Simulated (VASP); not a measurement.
## Al: single point with PBEsol

Crystal: Al.

```
Al
1.0
     0.00000    2.02481    2.02481
     2.02481    0.00000    2.02481
     2.02481    2.02481    0.00000
Al
1
Direct
  0.00000 0.00000 0.00000
```

```
Program                : VASP 6.6.1
Task                   : single point
Functional             : PBEsol
Potentials or basis    : VASP PAW PBE potentials, release 64 (Al)
Cutoff                 : 520 eV
k mesh                 : 12 × 12 × 12
Occupations            : methfessel-paxton, width 0.1 eV
Spin                   : no spin polarisation
Dipole correction      : no
Further INCAR settings : ALGO = Normal; EDIFF = 1e-07; NBANDS = 8
```

```
Pressure : -1.7 GPa
```

Levels at points of the mesh, in eV from the Fermi level:
| k point | band 1 | band 2 | band 3 | band 4 |
| --- | --- | --- | --- | --- |
| (0.00, 0.00, 0.00) | -10.94 | 12.70 | 12.70 | 12.70 |
| (0.50, 0.00, 0.00) | -4.43 | -4.22 | 11.47 | 11.47 |
| (0.50, 0.50, 0.00) | -2.76 | -1.47 | 5.39 | 5.70 |

It took 11 s on 1 thread of AMD EPYC 7R13 Processor (Zen 3), on a shared host, peak memory 0.1 GiB.

Caveat: the PAW data sets were made with another functional, which shifts forces and pressure a little.
